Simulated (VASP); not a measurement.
**HfO2: single point with PBE**

The system is HfO2.

```xyz
3
Lattice="0.0000 2.5575 2.5575 2.8452 0.0000 2.5575 2.8452 2.5575 0.0000" Properties=species:S:1:pos:R:3 pbc="T T T"
Hf    0.0000    0.0000    0.0000
O     1.4226    1.2788    1.2788
O     4.2678    3.8363    3.8363
```

This cell differs from its parent crystal: strain +0.1125 x Voigt [1, 0, 0, 0, 0, 0].

```yaml
Program: VASP 6.6.1
Task: single point
Functional: PBE
Potentials_or_basis: VASP PAW PBE potentials, release 64 (Hf_pv, O)
Cutoff: 520 eV
k_mesh: 8 × 8 × 8
Occupations: gaussian, width 0.05 eV
Spin: no spin polarisation
```

```yaml
Pressure: -24.6 GPa
Band_gap_on_the_k_mesh: 2.18 eV, indirect (least direct gap 2.63 eV)
```

Stress tensor (GPa, compression positive):
```
-53.35   0.00   0.00
  0.00 -10.18   0.00
  0.00   0.00 -10.18
```

Levels at points of the mesh, in eV from the valence-band top:
```
           k point  band 9  band 10  band 11  band 12  band 13  band 14
(0.00, 0.00, 0.00)   -1.73    -0.50    -0.50     2.18     3.48     4.75
(0.50, 0.00, 0.00)   -2.87    -2.10    -1.94     3.43     3.80     5.16
(0.50, 0.50, 0.00)   -2.61    -1.01     0.00     2.63     4.63     5.40
(0.00, 0.50, 0.50)   -1.36    -1.36    -0.97     2.92     4.05     4.33
```

Wall time 17 s on 1 thread of Intel(R) Xeon(R) 6975P-C (Granite Rapids), with other jobs on the host, peak memory 0.18 GiB.

Caveat: the cell differs from its parent crystal (strain +0.1125 x Voigt [1, 0, 0, 0, 0, 0]); spin-orbit coupling is left out, which moves the levels of the heavy elements. A k mesh can miss the band edges.
